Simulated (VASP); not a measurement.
# CoH3 in VASP: notebook

CoH3 is run at these levels: PBE; tasks: single point, relaxation of cell and atoms.

Everything below comes from runs of VASP 6.6.1. Logs are shortened: lines on timing, memory, paths and dates and some standing lists are left out, and cuts for length are marked.

### 1 The cell of the first run

The typed cell holds 8 atoms: a = 4.797 Å, b = 4.797 Å, c = 4.445 Å, α = 90.00°, β = 90.00°, γ = 120.00°.

The cell was built from a structure type or drawn by symmetry, and may not be a known phase.

### 2 Single point, PBE, collinear spin, ferromagnetic start

Input file INCAR:

```
SYSTEM = CoH3
  PREC = Accurate
  ENCUT = 520
  EDIFF = 1E-7
  ISMEAR = 0
  SIGMA = 0.15
  LREAL = .False.
  LASPH = .True.
  NELM = 150
  ALGO = Normal
  ISIF = 2
  LWAVE = .False.
  LCHARG = .False.
  ISPIN = 2
  MAGMOM = 3 3 0 0 0 0 0 0
  LORBIT = 11
  LMAXMIX = 4
  GGA = PE
  NBANDS = 26
```

Input file KPOINTS:

```
Automatic mesh
0
Gamma
  3 3 3
  0 0 0
```

Input file POSCAR:

```
CoH3
1.0
    4.7972013192      0.0000000000      0.0000000000
   -2.3986006596      4.1544982095      0.0000000000
    0.0000000000      0.0000000000      4.4446648120
Co H
2 6
Direct
    0.0000000000      0.0000000000      0.1034143712
    0.0000000000      0.0000000000      0.6034143712
    0.7541779958      0.0000000000      0.8533099796
    0.0000000000      0.7541779958      0.8533099796
    0.2458220042      0.2458220042      0.8533099796
    0.2458220042      0.0000000000      0.3533099796
    0.0000000000      0.2458220042      0.3533099796
    0.7541779958      0.7541779958      0.3533099796
```

Potentials or basis: VASP PAW PBE potentials, release 64 (Co, H).

Run with:

```
cat potpaw_PBE.64/Co/POTCAR potpaw_PBE.64/H/POTCAR > POTCAR
mpirun -np 1 vasp_std > vasp.out
```

OUTCAR:

```text
SYSTEM = CoH3
   PREC = Accurate
   ENCUT = 520
   EDIFF = 1E-7
   ISMEAR = 0
   LREAL = .False.
   LASPH = .True.
   NELM = 150
   ISIF = 2
   ISPIN = 2
   LORBIT = 11
   GGA = PE

 ion  position               nearest neighbor table
   1  0.000  0.000  0.103-   6 1.62   7 1.62   8 1.62   3 1.62   5 1.62   4 1.62   2 2.22   2 2.22

   2  0.000  0.000  0.603-   3 1.62   4 1.62   5 1.62   6 1.62   7 1.62   8 1.62   1 2.22   1 2.22

   3  0.754  0.000  0.853-   2 1.62   1 1.62
   4  0.000  0.754  0.853-   2 1.62   1 1.62
   5  0.246  0.246  0.853-   2 1.62   1 1.62
   6  0.246  0.000  0.353-   1 1.62   2 1.62
   7  0.000  0.246  0.353-   1 1.62   2 1.62
   8  0.754  0.754  0.353-   1 1.62   2 1.62

  LATTYP: Found a hexagonal cell.
 ALAT       =     4.7972013192
 C/A-ratio  =     0.9265120466

  Lattice vectors:

 A1 = (   4.7972013192,   0.0000000000,   0.0000000000)
 A2 = (  -2.3986006596,   4.1544982095,   0.0000000000)
 A3 = (   0.0000000000,   0.0000000000,   4.4446648120)

Analysis of symmetry for initial positions (statically):
=====================================================================
 Subroutine PRICEL returns:
 Original cell was already a primitive cell.

 Routine SETGRP: Setting up the symmetry group for a
 hexagonal supercell.

 Subroutine GETGRP returns: Found 12 space group operations
 (whereof  6 operations were pure point group operations)
 out of a pool of 24 trial point group operations.

The static configuration has the point symmetry C_3v.
 The point group associated with its full space group is C_6v.

Analysis of symmetry for dynamics (positions and initial velocities):
=====================================================================
 Subroutine PRICEL returns:
 Original cell was already a primitive cell.

 Routine SETGRP: Setting up the symmetry group for a
 hexagonal supercell.

 Subroutine GETGRP returns: Found 12 space group operations
 (whereof  6 operations were pure point group operations)
 out of a pool of 24 trial point group operations.

The dynamic configuration has the point symmetry C_3v.
 The point group associated with its full space group is C_6v.

Analysis of structural, dynamic, and magnetic symmetry:
=====================================================================
 Subroutine PRICEL returns:
 Original cell was already a primitive cell.

 Routine SETGRP: Setting up the symmetry group for a
 hexagonal supercell.

 Subroutine GETGRP returns: Found 12 space group operations
 (whereof  6 operations were pure point group operations)
 out of a pool of 24 trial point group operations.

The overall configuration has the point symmetry C_3v.
 The point group associated with its full space group is C_6v.

 Subroutine INISYM returns: Found 12 space group operations
 (whereof  6 operations are pure point group operations),
 and found     1 'primitive' translations

----------------------------------------------------------------------------------------

                                     Primitive cell

  volume of cell :      88.5820

  direct lattice vectors                    reciprocal lattice vectors
     4.797201319  0.000000000  0.000000000     0.208454875  0.120351478  0.000000000
    -2.398600660  4.154498209  0.000000000     0.000000000  0.240702956  0.000000000
     0.000000000  0.000000000  4.444664812     0.000000000  0.000000000  0.224988844

  length of vectors
     4.797201319  4.797201319  4.444664812     0.240702956  0.240702956  0.224988844

  position of ions in fractional coordinates (direct lattice)
     0.000000000  0.000000000  0.103414371
     0.000000000  0.000000000  0.603414371
     0.754177996  0.000000000  0.853309980
     1.000000000  0.754177996  0.853309980
     0.245822004  0.245822004  0.853309980
     0.245822004  0.000000000  0.353309980
     1.000000000  0.245822004  0.353309980
     0.754177996  0.754177996  0.353309980

  ion indices of the primitive-cell ions
   primitive index   ion index
[... 43 lines left out ...]
   k-points           NKPTS =      6   k-points in BZ     NKDIM =      6   number of bands    NBANDS=     26
   number of dos      NEDOS =    301   number of ions     NIONS =      8
   total plane-waves  NPLWV =  46656
   dimension x,y,z NGX =    36 NGY =   36 NGZ =   36
   dimension x,y,z NGXF=    72 NGYF=   72 NGZF=   72
   ions per type =               2   6
   NGX,Y,Z   is equivalent  to a cutoff of  12.48, 12.48, 13.47 a.u.
   NGXF,Y,Z  is equivalent  to a cutoff of  24.95, 24.95, 26.93 a.u.
 SYSTEM =  CoH3
   PREC   = accura    normal or accurate (medium, high low for compatibility)
   ISTART =      0    job   : 0-new  1-cont  2-samecut
   ICHARG =      2    charge: 1-file 2-atom 10-const
   ISPIN  =      2    spin polarized calculation?
   LNONCOLLINEAR =      F non collinear calculations
   LSORBIT =      F    spin-orbit coupling
   LASPH  =      T    aspherical Exc in radial PAW
   ENCUT  =  520.0 eV  38.22 Ry    6.18 a.u.   8.92  8.92  8.26*2*pi/ulx,y,z
   NELM   =    150;   NELMIN=  2; NELMDL= -5     # of ELM steps
   EDIFF  = 0.1E-06   stopping-criterion for ELM
   LREAL  =      F    real-space projection
   EDIFFG = 0.1E-05   stopping-criterion for IOM
   NSW    =      0    number of steps for IOM
   IBRION =     -1    ionic relax: 0-MD 1-quasi-New 2-CG
   NFREE  =      0    steps in history (QN), initial steepest desc. (CG)
   ISIF   =      2    stress and relaxation
   ISYM   =      2    0-nonsym 1-usesym 2-fastsym
   POTIM  = 0.5000    time-step for ionic-motion
   TEBEG  =    0.0;   TEEND  =   0.0 temperature during run
   PSTRESS=    0.0 pullay stress
   NELECT =      24.0000    total number of electrons
   NUPDOWN=      -1.0000    fix difference up-down
   EMIN   =  10.00;   EMAX   =-10.00  energy-range for DOS
   EFERMI =   0.00;   METHOD = LEGACY
   ISMEAR =     0;   SIGMA  =   0.15  broadening in eV -4-tet -1-fermi 0-gaus
   EFERMI_NEDOS =   21; number of points for ismear=-14 and -15
   IALGO  =     38    algorithm
   IMIX   =      4    mixing-type and parameters
     AMIX     =   0.40;   BMIX     =  1.00
     AMIX_MAG =   1.60;   BMIX_MAG =  1.00
  volume/ion in A,a.u.               =      11.07        74.72
  Fermi-wavevector in a.u.,A,eV,Ry     =   1.059327  2.001838 15.268102  1.122174
  Thomas-Fermi vector in A             =   2.194668
   LORBIT       =     11    0 simple, 1 ext, 2 COOP (PROOUT), +10 PAW based schemes
   GGA     = PE    functional components
   LHFCALC =     F    Hartree Fock is set to
   AEXX    =    0.0000 exact exchange contribution
   IVDW    =     0    specifies the selected vdW correction
   LEPSILON=     F    determine dielectric tensor
   LRPA    =     F    only Hartree local field effects (RPA)
 spin polarized calculation
 Gauss-broadening in eV      SIGMA  =   0.15
  energy-cutoff  :      520.00
  volume of cell :       88.58
 maximum number of plane-waves:      2397
 NGX is ok and might be reduce to    36
   NGX = 17   NGY = 17   NGZ = 17

 number of electron      24.0000018 magnetization       1.3326519

 Free energy of the ion-electron system (eV)
  ---------------------------------------------------
  ext. energy  EPLUGINS =         0.00000000
  ---------------------------------------------------
  free energy    TOTEN  =       -31.52830526 eV

  energy without entropy =      -31.47524190  energy(sigma->0) =      -31.50177358

 E-fermi :  -0.8396     XC(G=0):  -7.5574

 val. band max:       -0.9217931767   @ k =   0.3333  -0.0000   0.3333
 cond. band min:      -0.6546928917   @ k =   0.0000   0.0000   0.0000
 fundamental gap:      0.2671002851
 Fermi energy:        -0.8396333416

 spin component 1

 k-point     1 :       0.0000    0.0000    0.0000
  band No.  band energies     occupation
      1      -8.6233      1.00000
      2      -5.7920      1.00000
      3      -5.7920      1.00000
      4      -3.8800      1.00000
      5      -3.7564      1.00000
      6      -2.4608      1.00000
[... 151 lines left out ...]
     23      12.0846      0.00000
     24      12.6128      0.00000
 Fermi energy:        -0.8396333416

 spin component 2

 k-point     1 :       0.0000    0.0000    0.0000
  band No.  band energies     occupation
      1      -8.6100      1.00000
      2      -5.4335      1.00000
      3      -5.4335      1.00000
      4      -3.8302      1.00000
      5      -3.3321      1.00000
      6      -2.4744      1.00000
[... 151 lines left out ...]
     23      12.0936      0.00000
     24      12.6561      0.00000
 [bands above 24 left out]

------------------------ aborting loop because EDIFF is reached ----------------------------------------

  FORCE on cell =-STRESS in cart. coord.  units (eV):
  Direction    XX          YY          ZZ          XY          YZ          ZX
  --------------------------------------------------------------------------------------
  -------------------------------------------------------------------------------------
  Total        0.1331766      0.1331766     -0.0678485      0.0000000      0.0000000     -0.0000000
  in kB        2.4087577      2.4087577     -1.2271719      0.0000000      0.0000000     -0.0000000
  external PRESSURE =       1.1967812 kB  Pullay stress =       0.0000000 kB

 VOLUME and BASIS-vectors are now :
 -----------------------------------------------------------------------------
  energy-cutoff  :      520.00
  volume of cell :       88.58
      direct lattice vectors                 reciprocal lattice vectors
     4.797201319  0.000000000  0.000000000     0.208454875  0.120351478  0.000000000
    -2.398600660  4.154498209  0.000000000     0.000000000  0.240702956  0.000000000
     0.000000000  0.000000000  4.444664812     0.000000000  0.000000000  0.224988844

 POSITION                                       TOTAL-FORCE (eV/Angst)
 -----------------------------------------------------------------------------------
      0.00000      0.00000      0.45964         0.000000     -0.000000     -0.004784
      0.00000      0.00000      2.68197         0.000000     -0.000000     -0.004784
      3.61794      0.00000      3.79268        -0.017274     -0.000000      0.001595
     -1.80897      3.13323      3.79268         0.008637     -0.014960      0.001595
      0.58963      1.02127      3.79268         0.008637      0.014960      0.001595
      1.17926      0.00000      1.57034         0.017274     -0.000000      0.001595
     -0.58963      1.02127      1.57034        -0.008637      0.014960      0.001595
      1.80897      3.13323      1.57034        -0.008637     -0.014960      0.001595
 -----------------------------------------------------------------------------------
    total drift:                               -0.000000     -0.000000      0.000448

  FREE ENERGIE OF THE ION-ELECTRON SYSTEM (eV)
  ---------------------------------------------------
  free  energy   TOTEN  =       -31.5283052573 eV

  energy  without entropy=      -31.4752419041  energy(sigma->0) =      -31.50177358

 total charge

# of ion       s       p       d       tot
------------------------------------------
    1        0.519   0.692   7.345   8.557
    2        0.519   0.692   7.345   8.557
    3        0.530   0.018   0.000   0.548
    4        0.530   0.018   0.000   0.548
    5        0.530   0.018   0.000   0.548
    6        0.530   0.018   0.000   0.548
    7        0.530   0.018   0.000   0.548
    8        0.530   0.018   0.000   0.548
--------------------------------------------------
tot          4.216   1.493  14.691  20.399

 magnetization (x)

# of ion       s       p       d       tot
------------------------------------------
    1        0.015  -0.013   0.746   0.748
    2        0.015  -0.013   0.746   0.748
    3       -0.016   0.000   0.000  -0.016
    4       -0.016   0.000   0.000  -0.016
    5       -0.016   0.000   0.000  -0.016
    6       -0.016   0.000   0.000  -0.016
    7       -0.016   0.000   0.000  -0.016
    8       -0.016   0.000   0.000  -0.016
--------------------------------------------------
tot         -0.066  -0.025   1.492   1.401
```

Wall time 78 s (1 thread of AMD EPYC 7R43 (Zen 3), shared host); peak memory 0.19 GiB.

What came out:

| Quantity | Value |
| --- | --- |
| Free energy | -31.5283 eV |
| Pressure | 0.1 GPa |
| Largest force | 0.017 eV/Å |
| Net moment | 1.33 μB per cell |
| Site moments | Co +0.75; H -0.02 μB |
| Valence electrons inside the program's atomic spheres | Co 8.56; H 0.55 |

Forces on the atoms (eV/Å):
```
Co   0.000  0.000 -0.005
Co   0.000  0.000 -0.005
H   -0.017  0.000  0.002
H    0.009 -0.015  0.002
H    0.009  0.015  0.002
H    0.017  0.000  0.002
H   -0.009  0.015  0.002
H   -0.009 -0.015  0.002
```

Caveat: the k points lie up to 0.50 Å⁻¹ apart.

### 3 Relaxation of cell and atoms, PBE, collinear spin, ferromagnetic start

This run uses another cell than the first one, of 8.66 Å³/atom.

Input file INCAR:

```
PREC = Accurate
ENCUT = 600
EDIFF = 1E-6
ISMEAR = 0
SIGMA = 0.15
LREAL = False
LASPH = True
NELM = 150
ALGO = Normal
ISIF = 3
LWAVE = False
LCHARG = False
ISPIN = 2
MAGMOM = 3 3 0 0 0 0 0 0
LORBIT = 11
LMAXMIX = 4
GGA = PE
IBRION = 2
NSW = 36
EDIFFG = -0.08
```

Input file KPOINTS:

```
Automatic mesh
0
Gamma
  3 3 3
```

Input file POSCAR:

```
CoH3
1.0
    4.2688108000      0.0000000000      0.0000000000
   -2.1344054000      3.6968986000      0.0000000000
    0.0000000000      0.0000000000      4.3896591300
Co H
2 6
Direct
    0.0000000000      0.0000000000      0.0994894400
    0.0000000000      0.0000000000      0.5994894400
    0.6336997100      0.0000000000      0.8546182900
    0.0000000000      0.6336997100      0.8546182900
    0.3663002900      0.3663002900      0.8546182900
    0.3663002900      0.0000000000      0.3546182900
    0.0000000000      0.3663002900      0.3546182900
    0.6336997100      0.6336997100      0.3546182900
```

Potentials or basis: VASP PAW PBE potentials, release 64 (Co, H).

Run with:

```
cat potpaw_PBE.64/Co/POTCAR potpaw_PBE.64/H/POTCAR > POTCAR
mpirun -np 1 vasp_std > vasp.out
```

Wall time 13 min (1 thread of Intel Xeon Platinum 8259CL at 2.50GHz (Skylake/Cascade Lake), shared host); peak memory 0.25 GiB.

The run converged. Its results:

```
Free energy                                           : -31.5063 eV
Relaxed volume                                        : 12.46 Å³/atom
Relaxed cell                                          : a = 5.091 Å, b = 5.091 Å, c = 4.442 Å, α = 90.00°, β = 90.00°, γ = 120.00°
Space group after relaxing (to 0.1 Å)                 : P6_3/mcm (No. 193)
Energy gained by relaxing                             : 354.3 meV/atom
Ionic steps                                           : 26
Pressure after relaxing                               : 0.1 GPa
Largest force after relaxing                          : 0.059 eV/Å
Net moment                                            : 1.33 μB per cell
Site moments                                          : Co +0.75; H -0.02 μB
Valence electrons inside the program's atomic spheres : Co 8.56; H 0.55
```

Forces on the atoms (eV/Å):
```
Co   0.000  0.000  0.055
Co   0.000  0.000  0.055
H   -0.056  0.000 -0.018
H    0.028 -0.048 -0.018
H    0.028  0.048 -0.018
H    0.056  0.000 -0.018
H   -0.028  0.048 -0.018
H   -0.028 -0.048 -0.018
```

Stress tensor (GPa, compression positive):
```
0.04 0.00 0.00
0.00 0.04 0.00
0.00 0.00 0.15
```

Step by step:
```csv
step,energy change (eV),largest force (eV/Å),pressure (GPa),volume (Å³)
1,0.0000,1.8777,-15.38,69.27
2,-1.6344,1.4249,-9.55,61.23
3,-1.2003,1.9233,41.29,46.18
4,-2.3036,0.6312,1.49,55.13
5,-2.3605,0.1699,8.27,52.88
6,-2.3628,0.2447,7.12,53.23
7,-2.5274,0.1967,1.23,55.06
8,-2.5320,0.1874,0.23,55.44
9,-2.5486,0.0887,1.26,55.75
10,-2.5596,0.0798,2.93,56.23
11,-2.5708,0.0683,2.41,56.93
12,-2.5993,0.0544,1.24,59.05
13,-2.6423,0.2804,-0.58,63.44
14,-2.6317,0.6897,-2.89,72.77
15,-2.6541,0.5089,-1.87,67.90
16,-2.6619,0.5200,-1.85,68.45
17,-2.6833,0.5470,-1.80,70.11
18,-2.7191,0.5862,-1.64,73.49
19,-2.7665,0.6517,-0.93,80.44
20,-2.7743,0.8134,1.12,95.08
21,-2.8219,0.3598,-0.04,100.44
22,-2.8263,0.1844,-0.44,102.76
23,-2.8263,0.1956,-0.40,102.60
24,-2.8300,0.1351,-0.08,101.62
25,-2.8319,0.0940,0.40,100.21
26,-2.8347,0.0587,0.08,99.72
```

Final structure:
```yaml
crystal:
  lattice:
    - [5.09130, 0.00000, 0.00000]
    - [-2.54565, 4.40919, 0.00000]
    - [0.00000, 0.00000, 4.44210]
  atoms:
    - { symbol: Co, position: [0.00000, 0.00000, 0.10248] }
    - { symbol: Co, position: [0.00000, 0.00000, 0.60248] }
    - { symbol: H, position: [0.76892, 0.00000, 0.85362] }
    - { symbol: H, position: [0.00000, 0.76892, 0.85362] }
    - { symbol: H, position: [0.23108, 0.23108, 0.85362] }
    - { symbol: H, position: [0.23108, 0.00000, 0.35362] }
    - { symbol: H, position: [0.00000, 0.23108, 0.35362] }
    - { symbol: H, position: [0.76892, 0.76892, 0.35362] }
```

Levels at points of the mesh, in eV from the Fermi level:
Spin up:
```tsv
k point	band 10	band 11	band 12	band 13	band 14	band 15	band 16	band 17
(0.00, 0.00, 0.00)	-0.68	-0.68	-0.51	-0.51	-0.46	5.13	5.13	6.23
```
Spin down:
```
           k point  band 9  band 10  band 11  band 12  band 13  band 14
(0.00, 0.00, 0.00)   -0.89    -0.14    -0.14     0.23     0.54     0.54
```

Caveat: the k points lie up to 0.48 Å⁻¹ apart in the final cell; the volume moved by over 15 % at a fixed basis, so the end points are rough; the relaxation stopped at a loose force limit of 0.08 eV/Å, so its end isn't a converged minimum.
